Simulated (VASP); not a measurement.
Input of a VASP 6.6.1 run:

INCAR

```
ALGO = Normal
EDIFF = 1E-6
ENCUT = 520
GGA = PS
ISIF = 2
ISMEAR = 0
ISPIN = 2
LASPH = True
LCHARG = False
LMAXMIX = 4
LORBIT = 11
LREAL = False
LWAVE = False
MAGMOM = 1 1 1 1 0 0 0 0 0 0 0 0
NBANDS = 68
NELM = 150
PREC = Accurate
SIGMA = 0.1
```

The input KPOINTS:

```
k-points
0
Gamma
  6 6 1
```

Contents of POSCAR:

```
MoS2
1.0
    3.1837189491      0.0000000000      0.0000000000
   -1.5918594745      2.7571814884      0.0000000000
    0.0000000000      0.0000000000     34.4792384800
Mo S
4 8
Direct
    0.6666666700      0.3333333300      0.9064443700
    0.6666666700      0.3333333300      0.2790969700
    0.3333333300      0.6666666700      0.7209030300
    0.3333333300      0.6666666700      0.0935556300
    0.3333333300      0.6666666700      0.9514537000
    0.3333333300      0.6666666700      0.3240882500
    0.6666666700      0.3333333300      0.7659103400
    0.6666666700      0.3333333300      0.1385686900
    0.3333333300      0.6666666700      0.8614313100
    0.3333333300      0.6666666700      0.2340896600
    0.6666666700      0.3333333300      0.6759117500
    0.6666666700      0.3333333300      0.0485463000
```

Potentials or basis: VASP PAW PBE potentials, release 64 (Mo_sv, S).

Run with:

```console
$ cat potpaw_PBE.64/Mo_sv/POTCAR potpaw_PBE.64/S/POTCAR > POTCAR
$ mpirun -np 1 vasp_std > vasp.out
```

(1) What does it give for the net moment?

(2) Estimate the largest force.

Answers

(1) 0.00 μB per cell.

(2) 0.140 eV/Å.

Caveat: there is no dipole correction, which matters where the two faces differ; the PAW data sets were made with another functional, which shifts forces and pressure a little.
